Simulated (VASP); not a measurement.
**Si2Mo: single point with r2SCAN**

The system is Si2Mo.

```
CELL_PARAMETERS angstrom
-1.61050 1.61050 3.92694
1.61050 -1.61050 3.92694
1.61050 1.61050 -3.92694
ATOMIC_POSITIONS crystal
Si 0.33550 0.33550 0.00000
Si 0.66450 0.66450 0.00000
Mo 0.00000 0.00000 0.00000
```

* Program: VASP 6.6.1
* Task: single point
* Functional: r2SCAN
* Potentials or basis: VASP PAW PBE potentials, release 64 (Si, Mo_sv)
* Cutoff: 520 eV
* k mesh: 14 × 14 × 14
* Occupations: gaussian, width 0.05 eV
* Spin: no spin polarisation

```yaml
Pressure: -3.1 GPa
Band_gap_on_the_k_mesh: zero (bands 11 and 12 overlap by 1.02 eV)
```

Levels at points of the mesh, in eV from the Fermi level:
```tsv
k point	band 9	band 10	band 11	band 12	band 13	band 14
(0.00, 0.00, 0.00)	-2.79	-2.79	0.31	3.34	3.47	3.57
(0.50, 0.00, 0.00)	-2.77	-2.62	-0.56	2.44	3.21	4.32
(0.50, 0.50, 0.00)	-4.67	-3.19	-1.43	2.51	2.92	3.37
(0.50, 0.50, 0.50)	-0.62	-0.62	-0.60	-0.60	0.45	5.10
```

Wall time 18 min on 1 thread of Intel Xeon 8259CL (shared host), peak memory 0.34 GiB.

Caveat: the cell stands under tension; the PAW data sets were made with another functional, which shifts forces and pressure a little.
